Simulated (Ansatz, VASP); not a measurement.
**BeCu2SiS4 in VASP and in Ansatz**

```
Cu Be Si S
1.0
    -2.50293    2.50293    5.29839
     2.50293   -2.50293    5.29839
     2.50293    2.50293   -5.29839
Cu Be Si S
2 1 1 4
Direct
  0.75000 0.25000 0.50000
  0.25000 0.75000 0.50000
  0.00000 0.00000 0.00000
  0.50000 0.50000 0.00000
  0.86653 0.86653 0.50142
  0.13347 0.63489 0.00000
  0.63489 0.13347 0.00000
  0.36511 0.36511 0.49858
```

Alike in both runs: task single point; functional PBE; k mesh 8 × 8 × 8; occupations fermi-dirac, width 0.02 eV; no spin polarisation.

|  | VASP | Ansatz |
| --- | --- | --- |
| version | VASP 6.6.1 | Ansatz 0.2.0 |
| potentials or method | VASP PAW PBE potentials, release 64 (Cu, Be, Si, S) | plane waves, PAW |
| plane-wave cutoff (eV) | 520 | 420 |
| valence electrons in the cell | 52 | 68 |

|  | VASP | Ansatz | Ansatz less VASP |
| --- | --- | --- | --- |
| gap on the k mesh at the Fermi level (eV) | 1.58 | 1.56 | -0.027 |
| pressure (GPa) | 1.9 | 2.0 | +0.05 |
| traceless stress, the component that is largest in VASP (GPa) | 0.08 | 0.02 | -0.061 |
| rms of the force components (eV/Å) | 0.060 | 0.070 | +0.0097 |

Atom by atom the forces differ by 0.021 eV/Å (rms over components). VASP's potentials hold 52 valence electrons a cell and Ansatz's 68, so a difference there can come from the potentials and not from the codes.
